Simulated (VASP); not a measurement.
# PbS (rocksalt type) (Fm-3m) in VASP: notebook

The runs below take PbS (rocksalt type) through single point, with PBEsol.

All numbers are computed with VASP 6.6.1; they aren't measurements. Logs are shortened: lines on timing, memory, paths and dates and some standing lists are left out, and cuts for length are marked.

**1. The cell of the first run**

It takes space group Fm-3m (No. 225, cubic). The conventional cell has a = 4.836 Å, b = 4.836 Å, c = 4.836 Å, α = 90.00°, β = 90.00°, γ = 90.00°. Pb (site symmetry m-3m) has 6 S at 2.42 Å within 3.2 Å. S (site symmetry m-3m) has 6 Pb at 2.42 Å within 3.2 Å.

**2. Single point, PBEsol (14.14 Å³/atom)**

The input, INCAR:

```
SYSTEM = PbS
  PREC = Accurate
  ENCUT = 520
  EDIFF = 1E-6
  ISMEAR = -1
  SIGMA = 0.1
  LREAL = .FALSE.
  LASPH = .TRUE.
  NELM = 80
  ALGO = Normal
  ISIF = 2
  LWAVE = .FALSE.
  LCHARG = .FALSE.
  GGA = PS
  NBANDS = 17
```

The input, KPOINTS:

```
regular mesh
0
G
  14 14 14
  0 0 0
```

The input, POSCAR:

```
PbS
1.0
    0.0000000000      2.4180478334      2.4180478334
    2.4180478334      0.0000000000      2.4180478334
    2.4180478334      2.4180478334      0.0000000000
Pb S
1 1
Direct
    0.0000000000      0.0000000000      0.0000000000
    0.5000000000      0.5000000000      0.5000000000
```

Potentials or basis: VASP PAW PBE potentials, release 64 (Pb_d, S).

Command:

```bash
> cat potpaw_PBE.64/Pb_d/POTCAR potpaw_PBE.64/S/POTCAR > POTCAR
> mpirun -np 1 vasp_std > vasp.out
```

OUTCAR:

```text
SYSTEM = PbS
   PREC = Accurate
   ENCUT = 520
   EDIFF = 1E-6
   ISMEAR = -1
   LREAL = .FALSE.
   LASPH = .TRUE.
   NELM = 80
   ISIF = 2
   GGA = PS

 ion  position               nearest neighbor table
   1  0.000  0.000  0.000-   2 2.42   2 2.42   2 2.42   2 2.42   2 2.42   2 2.42
   2  0.500  0.500  0.500-   1 2.42   1 2.42   1 2.42   1 2.42   1 2.42   1 2.42

  LATTYP: Found a face centered cubic cell.
 ALAT       =     4.8360956668

  Lattice vectors:

 A1 = (   0.0000000000,   2.4180478334,   2.4180478334)
 A2 = (   2.4180478334,   0.0000000000,   2.4180478334)
 A3 = (   2.4180478334,   2.4180478334,   0.0000000000)

Analysis of symmetry for initial positions (statically):
=====================================================================
 Subroutine PRICEL returns:
 Original cell was already a primitive cell.

 Routine SETGRP: Setting up the symmetry group for a
 face centered cubic supercell.

 Subroutine GETGRP returns: Found 48 space group operations
 (whereof 48 operations were pure point group operations)
 out of a pool of 48 trial point group operations.

The static configuration has the point symmetry O_h .

Analysis of symmetry for dynamics (positions and initial velocities):
=====================================================================
 Subroutine PRICEL returns:
 Original cell was already a primitive cell.

 Routine SETGRP: Setting up the symmetry group for a
 face centered cubic supercell.

 Subroutine GETGRP returns: Found 48 space group operations
 (whereof 48 operations were pure point group operations)
 out of a pool of 48 trial point group operations.

The dynamic configuration has the point symmetry O_h .

 Subroutine INISYM returns: Found 48 space group operations
 (whereof 48 operations are pure point group operations),
 and found     1 'primitive' translations

----------------------------------------------------------------------------------------

                                     Primitive cell

  volume of cell :      28.2764

  direct lattice vectors                    reciprocal lattice vectors
     0.000000000  2.418047833  2.418047833    -0.206778374  0.206778374  0.206778374
     2.418047833  0.000000000  2.418047833     0.206778374 -0.206778374  0.206778374
     2.418047833  2.418047833  0.000000000     0.206778374  0.206778374 -0.206778374

  length of vectors
     3.419636040  3.419636040  3.419636040     0.358150650  0.358150650  0.358150650

  position of ions in fractional coordinates (direct lattice)
     0.000000000  0.000000000  0.000000000
     0.500000000  0.500000000  0.500000000

  ion indices of the primitive-cell ions
   primitive index   ion index
                 1           1
                 2           2

----------------------------------------------------------------------------------------

 KPOINTS: regular mesh

Automatic generation of k-mesh.
 Grid dimensions read from file:
 generate k-points for:   14   14   14

 Generating k-lattice:

  Cartesian coordinates                     Fractional coordinates (reciprocal lattice)
    -0.014769884  0.014769884  0.014769884     0.071428571  0.000000000  0.000000000
     0.014769884 -0.014769884  0.014769884     0.000000000  0.071428571  0.000000000
     0.014769884  0.014769884 -0.014769884     0.000000000  0.000000000  0.071428571

  Length of vectors
     0.025582189  0.025582189  0.025582189

  Shift w.r.t. Gamma in fractional coordinates (k-lattice)
     0.000000000  0.000000000  0.000000000

 Subroutine IBZKPT returns following result:
 ===========================================

 Found    104 irreducible k-points:

 Following reciprocal coordinates:
            Coordinates               Weight
  0.000000  0.000000  0.000000      1.000000
  0.071429  0.000000  0.000000      8.000000
  0.142857  0.000000  0.000000      8.000000
  0.214286  0.000000  0.000000      8.000000
  0.285714  0.000000  0.000000      8.000000
  0.357143  0.000000  0.000000      8.000000
[... 16 lines left out ...]
  0.214286  0.142857  0.000000     24.000000
  0.285714  0.142857  0.000000     24.000000
 [... further k-points ...]
   k-points           NKPTS =    104   k-points in BZ     NKDIM =    104   number of bands    NBANDS=     17
   number of dos      NEDOS =    301   number of ions     NIONS =      2
   total plane-waves  NPLWV =  21952
   dimension x,y,z NGX =    28 NGY =   28 NGZ =   28
   dimension x,y,z NGXF=    56 NGYF=   56 NGZF=   56
   ions per type =               1   1
   NGX,Y,Z   is equivalent  to a cutoff of  13.61, 13.61, 13.61 a.u.
   NGXF,Y,Z  is equivalent  to a cutoff of  27.22, 27.22, 27.22 a.u.
 SYSTEM =  PbS
   PREC   = accura    normal or accurate (medium, high low for compatibility)
   ISTART =      0    job   : 0-new  1-cont  2-samecut
   ICHARG =      2    charge: 1-file 2-atom 10-const
   ISPIN  =      1    spin polarized calculation?
   LNONCOLLINEAR =      F non collinear calculations
   LSORBIT =      F    spin-orbit coupling
   LASPH  =      T    aspherical Exc in radial PAW
   ENCUT  =  520.0 eV  38.22 Ry    6.18 a.u.   6.36  6.36  6.36*2*pi/ulx,y,z
   NELM   =     80;   NELMIN=  2; NELMDL= -5     # of ELM steps
   EDIFF  = 0.1E-05   stopping-criterion for ELM
   LREAL  =      F    real-space projection
   EDIFFG = 0.1E-04   stopping-criterion for IOM
   NSW    =      0    number of steps for IOM
   IBRION =     -1    ionic relax: 0-MD 1-quasi-New 2-CG
   NFREE  =      0    steps in history (QN), initial steepest desc. (CG)
   ISIF   =      2    stress and relaxation
   ISYM   =      2    0-nonsym 1-usesym 2-fastsym
   POTIM  = 0.5000    time-step for ionic-motion
   TEBEG  =    0.0;   TEEND  =   0.0 temperature during run
   PSTRESS=    0.0 pullay stress
   NELECT =      20.0000    total number of electrons
   NUPDOWN=      -1.0000    fix difference up-down
   EMIN   =  10.00;   EMAX   =-10.00  energy-range for DOS
   EFERMI =   0.00;   METHOD = LEGACY
   ISMEAR =    -1;   SIGMA  =   0.10  broadening in eV -4-tet -1-fermi 0-gaus
   EFERMI_NEDOS =   21; number of points for ismear=-14 and -15
   IALGO  =     38    algorithm
   IMIX   =      4    mixing-type and parameters
     AMIX     =   0.40;   BMIX     =  1.00
     AMIX_MAG =   1.60;   BMIX_MAG =  1.00
  volume/ion in A,a.u.               =      14.14        95.41
  Fermi-wavevector in a.u.,A,eV,Ry     =   1.458624  2.756399 28.947527  2.127583
  Thomas-Fermi vector in A             =   2.575286
   LORBIT       =      0    0 simple, 1 ext, 2 COOP (PROOUT), +10 PAW based schemes
   GGA     = PS    functional components
   LHFCALC =     F    Hartree Fock is set to
   AEXX    =    0.0000 exact exchange contribution
   IVDW    =     0    specifies the selected vdW correction
   LEPSILON=     F    determine dielectric tensor
   LRPA    =     F    only Hartree local field effects (RPA)
 non-spin polarized calculation
  energy-cutoff  :      520.00
  volume of cell :       28.28
 maximum number of plane-waves:       778
 NGX is ok and might be reduce to    28
   NGX = 13   NGY = 13   NGZ = 13

 number of electron      20.0000001 magnetization

 Free energy of the ion-electron system (eV)
  ---------------------------------------------------
  ext. energy  EPLUGINS =         0.00000000
  ---------------------------------------------------
  free energy    TOTEN  =        -4.14748989 eV

  energy without entropy =       -4.13255209  energy(sigma->0) =       -4.14002099

 E-fermi :  15.7461     XC(G=0): -13.0685

 val. band max:       15.5822348459   @ k =   0.5000   0.0714   0.0000
 cond. band min:      15.7924001154   @ k =   0.2857   0.0714   0.0000
 fundamental gap:      0.2101652695
 Fermi energy:        15.7460664313

 k-point     1 :       0.0000    0.0000    0.0000
  band No.  band energies     occupation
      1      -4.8898      2.00000
      2      -2.9434      2.00000
      3      -2.9434      2.00000
      4      -2.9202      2.00000
      5      -2.9202      2.00000
      6      -2.9202      2.00000
[... 9 lines left out ...]
     16      23.7671      0.00000
     17      23.7671      0.00000

 k-point     2 :       0.0714    0.0000    0.0000
  band No.  band energies     occupation
      1      -4.7943      2.00000
      2      -2.9590      2.00000
      3      -2.9590      2.00000
      4      -2.9241      2.00000
      5      -2.9040      2.00000
      6      -2.9040      2.00000
[... 9 lines left out ...]
     16      22.9995      0.00000
     17      24.0847      0.00000

 k-point     3 :       0.1429    0.0000    0.0000
  band No.  band energies     occupation
      1      -4.5133      2.00000
      2      -3.0084      2.00000
      3      -3.0084      2.00000
      4      -2.9320      2.00000
      5      -2.8521      2.00000
      6      -2.8521      2.00000
[... 9 lines left out ...]
     16      22.5258      0.00000
     17      25.4553      0.00000

 k-point     4 :       0.2143    0.0000    0.0000
  band No.  band energies     occupation
      1      -4.0687      2.00000
      2      -3.0795      2.00000
      3      -3.0795      2.00000
      4      -2.9280      2.00000
      5      -2.7750      2.00000
      6      -2.7750      2.00000
[... 9 lines left out ...]
     16      22.7622      0.00000
     17      27.3620      0.00000

 k-point     5 :       0.2857    0.0000    0.0000
  band No.  band energies     occupation
      1      -3.5474      2.00000
      2      -3.1569      2.00000
      3      -3.1569      2.00000
      4      -2.8420      2.00000
      5      -2.6875      2.00000
      6      -2.6875      2.00000
[... 9 lines left out ...]
     16      23.2981      0.00000
     17      29.5672      0.00000

 k-point     6 :       0.3571    0.0000    0.0000
  band No.  band energies     occupation
      1      -3.2490      2.00000
      2      -3.2253      2.00000
      3      -3.2253      2.00000
      4      -2.6072      2.00000
      5      -2.6072      2.00000
      6      -2.4184      2.00000
[... 9 lines left out ...]
     16      23.9484      0.00000
     17      31.9173      0.00000

 k-point     7 :       0.4286    0.0000    0.0000
  band No.  band energies     occupation
      1      -3.2718      2.00000
      2      -3.2718      2.00000
      3      -3.1900      2.00000
      4      -2.5507      2.00000
      5      -2.5507      2.00000
      6      -1.7676      2.00000
[... 9 lines left out ...]
     16      25.0336      0.00000
     17      30.4164      0.00000

 k-point     8 :       0.5000    0.0000    0.0000
  band No.  band energies     occupation
      1      -3.2883      2.00000
      2      -3.2883      2.00000
      3      -3.1815      2.00000
      4      -2.5304      2.00000
      5      -2.5304      2.00000
      6      -1.4278      2.00000
[... 9 lines left out ...]
     16      25.8135      0.00000
     17      29.4228      0.00000
[... 203 lines left out ...]
      1      -3.8745      2.00000
      2      -3.1302      2.00000
      3      -3.0755      2.00000
      4      -2.9272      2.00000
      5      -2.7728      2.00000
      6      -2.6458      2.00000
[... 9 lines left out ...]
     16      24.0900      0.00000
     17      28.0973      0.00000

 k-point    20 :      -0.1429    0.0714    0.0000
  band No.  band energies     occupation
      1      -4.3171      2.00000
      2      -3.0580      2.00000
      3      -3.0151      2.00000
      4      -2.9430      2.00000
      5      -2.8459      2.00000
      6      -2.7684      2.00000
[... 9 lines left out ...]
     16      23.6765      0.00000
     17      26.4555      0.00000

 k-point    21 :      -0.0714    0.0714    0.0000
  band No.  band energies     occupation
      1      -4.6404      2.00000
      2      -2.9976      2.00000
      3      -2.9706      2.00000
      4      -2.9338      2.00000
      5      -2.8914      2.00000
      6      -2.8554      2.00000
[... 9 lines left out ...]
     16      23.2879      0.00000
     17      25.3261      0.00000

 k-point    22 :       0.1429    0.1429    0.0000
  band No.  band energies     occupation
      1      -4.4570      2.00000
      2      -3.0190      2.00000
      3      -2.9735      2.00000
      4      -2.9048      2.00000
      5      -2.8379      2.00000
      6      -2.8379      2.00000
[... 9 lines left out ...]
     16      25.8428      0.00000
     17      25.8724      0.00000

 k-point    23 :       0.2143    0.1429    0.0000
  band No.  band energies     occupation
      1      -4.2491      2.00000
      2      -2.9967      2.00000
      3      -2.9750      2.00000
      4      -2.9253      2.00000
      5      -2.7655      2.00000
      6      -2.7643      2.00000
[... 9 lines left out ...]
     16      25.2112      0.00000
     17      26.9122      0.00000

 k-point    24 :       0.2857    0.1429    0.0000
  band No.  band energies     occupation
      1      -4.0240      2.00000
      2      -3.0165      2.00000
      3      -2.9836      2.00000
      4      -2.9051      2.00000
      5      -2.6726      2.00000
      6      -2.5376      2.00000
[... 9 lines left out ...]
     16      25.0308      0.00000
     17      28.4792      0.00000

 [... further k-points ...]

------------------------ aborting loop because EDIFF is reached ----------------------------------------

  FORCE on cell =-STRESS in cart. coord.  units (eV):
  Direction    XX          YY          ZZ          XY          YZ          ZX
  --------------------------------------------------------------------------------------
  -------------------------------------------------------------------------------------
  Total       21.4478371     21.4478371     21.4478371      0.0000000      0.0000000     -0.0000000
  in kB     1215.2606215   1215.2606215   1215.2606215      0.0000000      0.0000000     -0.0000000
  external PRESSURE =    1215.2606215 kB  Pullay stress =       0.0000000 kB

 VOLUME and BASIS-vectors are now :
 -----------------------------------------------------------------------------
  energy-cutoff  :      520.00
  volume of cell :       28.28
      direct lattice vectors                 reciprocal lattice vectors
     0.000000000  2.418047833  2.418047833    -0.206778374  0.206778374  0.206778374
     2.418047833  0.000000000  2.418047833     0.206778374 -0.206778374  0.206778374
     2.418047833  2.418047833  0.000000000     0.206778374  0.206778374 -0.206778374

 POSITION                                       TOTAL-FORCE (eV/Angst)
 -----------------------------------------------------------------------------------
      0.00000      0.00000      0.00000        -0.000000      0.000000      0.000000
      2.41805      2.41805      2.41805         0.000000     -0.000000     -0.000000
 -----------------------------------------------------------------------------------
    total drift:                               -0.000000      0.000000      0.000000

  FREE ENERGIE OF THE ION-ELECTRON SYSTEM (eV)
  ---------------------------------------------------
  free  energy   TOTEN  =        -4.1474898911 eV

  energy  without entropy=       -4.1325520871  energy(sigma->0) =       -4.14002099
```

Wall time 39 s (1 thread of Intel Xeon Platinum 8488C (Sapphire Rapids), shared host); peak memory 0.19 GiB.

Results:

```
Free energy            : -4.1475 eV
Pressure               : 121.5 GPa
Band gap on the k mesh : zero (bands 10 and 11 overlap by 1.09 eV)
```

Caveat: the cell stands under pressure; the PAW data sets were made with another functional, which shifts forces and pressure a little; spin-orbit coupling is left out, which moves the levels of the heavy elements.

(Part 1 of 2 ends here.)
